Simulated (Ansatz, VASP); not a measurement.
**BaTiO3 in VASP and in Ansatz**

The input INCAR:

```
SYSTEM = BaTiO3
PREC     = Accurate       ! precision mode
ENCUT    = 520            ! plane-wave cutoff, eV
EDIFF    = 1E-6           ! SCF threshold, eV
ISMEAR   = 0              ! smearing method
SIGMA    = 0.05           ! smearing width, eV
LREAL    = Auto         
LASPH    = .True.         ! aspherical terms in the spheres
NELM     = 150            ! most SCF steps
ALGO     = Normal         ! electronic algorithm
ISIF     = 2              ! what is computed and relaxed
LWAVE    = .False.        ! write WAVECAR
LCHARG   = .False.        ! write CHGCAR
LMAXMIX  = 4              ! l up to which the mixer works
LDAU     = .True.         ! DFT+U
LDAUTYPE = 2            
LDAUL    = -1 2 -1        ! shell
LDAUU    = 0 4 0          ! U, eV
LDAUJ    = 0 0 0        
LDAUPRINT= 1            
GGA      = PE             ! functional
NBANDS   = 73             ! bands
```

KPOINTS

```
regular mesh
0
Gamma
  7 7 3
  0 0 0
```

File POSCAR:

```
BaTiO3
1.0
    0.0000000000     -4.0288719392      0.0000000000
    0.0000000000      0.0000000000     -4.0288719392
   11.7866158175      0.0000000000      0.0000000000
Ba Ti O
3 3 9
Direct
    0.5000000000      0.5000000000      0.0854372923
    0.5000000000      0.5000000000      0.4272548252
    0.5000000000      0.5000000000      0.7690723580
    1.0000000000      1.0000000000      0.9399811244
    1.0000000000      1.0000000000      0.2563460587
    1.0000000000      1.0000000000      0.5981635916
    1.0000000000      0.0000000000      0.0854372923
    1.0000000000      0.0000000000      0.4272548252
    1.0000000000      0.0000000000      0.7690723580
    0.5000000000      1.0000000000      0.2563460587
    0.5000000000      1.0000000000      0.5981635916
    0.5000000000      1.0000000000      0.9399811244
    0.0000000000      0.5000000000      0.2563460587
    0.0000000000      0.5000000000      0.5981635916
    0.0000000000      0.5000000000      0.9399811244
```

Input for Ansatz:

```yaml
crystal:
  lattice:
    - [0.0, -4.0288719392, 0.0]
    - [0.0, 0.0, -4.0288719392]
    - [11.7866158175, 0.0, 0.0]
  atoms:
    - { symbol: Ba, position: [0.5, 0.5, 0.0854372923] }
    - { symbol: Ba, position: [0.5, 0.5, 0.4272548252] }
    - { symbol: Ba, position: [0.5, 0.5, 0.769072358] }
    - { symbol: Ti, position: [1.0, 1.0, 0.9399811244] }
    - { symbol: Ti, position: [1.0, 1.0, 0.2563460587] }
    - { symbol: Ti, position: [1.0, 1.0, 0.5981635916] }
    - { symbol: O, position: [1.0, 0.0, 0.0854372923] }
    - { symbol: O, position: [1.0, 0.0, 0.4272548252] }
    - { symbol: O, position: [1.0, 0.0, 0.769072358] }
    - { symbol: O, position: [0.5, 1.0, 0.2563460587] }
    - { symbol: O, position: [0.5, 1.0, 0.5981635916] }
    - { symbol: O, position: [0.5, 1.0, 0.9399811244] }
    - { symbol: O, position: [0.0, 0.5, 0.2563460587] }
    - { symbol: O, position: [0.0, 0.5, 0.5981635916] }
    - { symbol: O, position: [0.0, 0.5, 0.9399811244] }
basis:
  ecutwfc: 420
kpoints:
  mp_grid: { grid: [7, 7, 3] }
hamiltonian:
  xc: pbe
  hubbard: { sites: [{ species: Ti, l: d, u_eff: 4.0 }] }
scf:
  occupations: { method: gaussian, width: 0.05 }
output:
  forces: true
  stress: true
  eigenvalues: true
```

Alike in both runs: task single point; functional PBE; k mesh 7 × 7 × 3; occupations gaussian, width 0.05 eV; no spin polarisation; Hubbard terms Ti d U = 4.0 eV.

|  | VASP | Ansatz |
| --- | --- | --- |
| version | VASP 6.6.1 | Ansatz 0.2.0 |
| potentials or method | VASP PAW PBE potentials, release 64 (Ba_sv, Ti_sv, O), cutoff 520 eV | scalar-relativistic, plane waves, PAW |
| valence electrons in the cell | 120 | 120 |

|  | VASP | Ansatz | Ansatz less VASP |
| --- | --- | --- | --- |
| gap on the k mesh at the Fermi level (eV) | 2.02 | 2.03 | +0.003 |
| least direct gap on the mesh (eV) | 2.20 | 2.17 | -0.030 |
| pressure (GPa) | 10.2 | 6.4 | -3.85 |
| traceless stress, the component that is largest in VASP (GPa) | 6.39 | 5.77 | -0.623 |
| rms of the force components (eV/Å) | 1.161 | 1.007 | -0.1535 |

The programs project onto different local orbitals, so the same U acts differently, and such runs can settle in different states. Atom by atom the forces differ by 0.164 eV/Å (rms over components).

Spin-orbit coupling is off throughout.
